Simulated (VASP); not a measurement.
Al2Au, 3 atoms in the cell. Symmetry: Fm-3m, No. 225, cubic system. The conventional cell has a = 6.204 Å, b = 6.204 Å, c = 6.204 Å, α = 90.00°, β = 90.00°, γ = 90.00°. Al (site symmetry -43m) has 4 Au at 2.69 Å and 6 Al at 3.10 Å within 3.5 Å. Au (site symmetry m-3m) has 8 Al at 2.69 Å within 3.5 Å.  This cell differs from its parent crystal: strained.

| Item | Value |
| --- | --- |
| Program | VASP 6.6.1 |
| Task | single point |
| Functional | PBEsol |
| Potentials or basis | VASP PAW PBE potentials, release 64 (Al, Au) |
| Cutoff | 520 eV |
| k mesh | 12 × 12 × 12 |
| Occupations | gaussian, width 0.1 eV |
| Spin | no spin polarisation |
| Dipole correction | no |
| Further INCAR settings | ALGO = Fast; EDIFF = 1e-06; NBANDS = 16 |

Potentials or basis: VASP PAW PBE potentials, release 64 (Al, Au).

The run is started by

```bash
$ cat potpaw_PBE.64/Al/POTCAR potpaw_PBE.64/Au/POTCAR > POTCAR
$ mpirun -np 1 vasp_std > vasp.out
```

Hardware: 1 thread of Intel(R) Xeon(R) 6975P-C (Granite Rapids) (shared host).

Q: Estimate the wall time of this run.

A: Wall time 31 s on 1 thread of Intel(R) Xeon(R) 6975P-C (Granite Rapids) (shared host), peak memory 0.25 GiB. Counts: scf iterations 15, k points 72.
